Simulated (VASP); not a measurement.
Write the native input for VASP 6.6.1 that does the following.

| Quantity | Value |
| --- | --- |
| Task | density of states |
| Functional | LDA |
| Potentials or basis | VASP PAW LDA potentials, release 64 (Be, S) |
| Cutoff | 520 eV |
| k mesh | 17 × 17 × 17 |
| Occupations | fermi-dirac, width 0.08 eV |
| Spin | no spin polarisation |
| Dipole correction | no |
| k mesh for the DOS | 26 × 26 × 26 |
| Occupations for the DOS | tetrahedron |
| Further INCAR settings | ALGO = Normal; EDIFF = 1e-06; NBANDS = 11 |

BeS (rocksalt type):

```
Be S
1.0
     0.00000    1.67834    1.67834
     1.67834    0.00000    1.67834
     1.67834    1.67834    0.00000
Be S
1 1
Cartesian
  0.0000 0.0000 0.0000
  1.6783 1.6783 1.6783
```

This cell differs from its parent crystal: volume scaled by 0.4.

These files were run (other wordings do the same):

POSCAR

```
BeS
1.0
    0.0000000000      1.6783374464      1.6783374464
    1.6783374464      0.0000000000      1.6783374464
    1.6783374464      1.6783374464      0.0000000000
Be S
1 1
Direct
    0.0000000000      0.0000000000      0.0000000000
    0.5000000000      0.5000000000      0.5000000000
```

INCAR.step1

```
SYSTEM = BeS
PREC = Accurate
ENCUT = 520
EDIFF = 1E-6
ISMEAR = -1
SIGMA = 0.08
LREAL = .FALSE.
LASPH = .TRUE.
NELM = 120
ALGO = Normal
ISIF = 2
LWAVE = .FALSE.
LCHARG = .TRUE.
NBANDS = 11
GGA_COMPAT = .FALSE.
NEDOS = 2001
LORBIT = 11
```

KPOINTS.step1

```
Automatic mesh
0
G
  17 17 17
  0 0 0
```

INCAR.step2

```
SYSTEM = BeS
PREC = Accurate
ENCUT = 520
EDIFF = 1E-6
ISMEAR = -5
SIGMA = 0.08
LREAL = .FALSE.
LASPH = .TRUE.
NELM = 120
ALGO = Normal
ISIF = 2
LWAVE = .FALSE.
LCHARG = .FALSE.
LORBIT = 11
NBANDS = 11
NEDOS = 2001
ICHARG = 11
GGA_COMPAT = .FALSE.
```

KPOINTS.step2

```
Automatic mesh
0
G
  26 26 26
  0 0 0
```

Potentials or basis: VASP PAW LDA potentials, release 64 (Be, S).

Command:

```sh
$ cat potpaw_LDA.64/Be/POTCAR potpaw_LDA.64/S/POTCAR > POTCAR
$ cp INCAR.step1 INCAR
$ cp KPOINTS.step1 KPOINTS
$ mpirun -np 1 vasp_std > vasp.out
$ cp INCAR.step2 INCAR
$ cp KPOINTS.step2 KPOINTS
$ mpirun -np 1 vasp_std > vasp.out
```

It gave:

```json
{"Valence electrons inside the program's atomic spheres": "Be 3.07; S 4.41"}
```

Wall time 30 s on 1 thread of Intel(R) Xeon(R) Platinum 8375C CPU @ 2.90GHz (Ice Lake) (shared host), peak memory 0.16 GiB.
